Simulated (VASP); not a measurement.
Write the native input for VASP 6.6.1 that does the following.

```
Task                   : single point
Functional             : PBEsol
Potentials or basis    : VASP PAW PBE potentials, release 64 (Ti_sv)
Cutoff                 : 520 eV
k mesh                 : 16 × 16 × 9
Occupations            : fermi-dirac, width 0.1 eV
Spin                   : no spin polarisation
Dipole correction      : no
Further INCAR settings : ALGO = Normal; EDIFF = 1e-06; NBANDS = 19
```

The structure of Ti lies in POSCAR:

```
Ti
1.0
    2.7197129712      0.0000000000      0.0000000000
   -1.3598564856      2.3553405241      0.0000000000
    0.0000000000      0.0000000000      4.3447592567
Ti
2
Direct
    0.3333333333      0.6666666667      0.2500000000
    0.6666666667      0.3333333333      0.7500000000
```

The input as run:

INCAR

```
PREC = Accurate
ENCUT = 520
EDIFF = 1E-6
ISMEAR = -1
SIGMA = 0.1
LREAL = F
LASPH = T
NELM = 60
ALGO = Normal
ISIF = 2
LWAVE = F
LCHARG = F
GGA = PS
NBANDS = 19
```

KPOINTS

```
regular mesh
0
Gamma
  16 16 9
```

Potentials or basis: VASP PAW PBE potentials, release 64 (Ti_sv).

The run is started by

```sh
$ cat potpaw_PBE.64/Ti_sv/POTCAR > POTCAR
$ mpirun -np 1 vasp_std > vasp.out
```

Results of the run:

```
Pressure               : 29.3 GPa
Band gap on the k mesh : zero (band 12 reaches 11.73 eV, above the bottom of band 13 at 10.51 eV)
```

Caveat: the PAW data sets were made with another functional, which shifts forces and pressure a little.

Run time: 100 s on 1 thread of AMD EPYC 7R13, with other jobs on the host, peak memory 0.15 GiB.
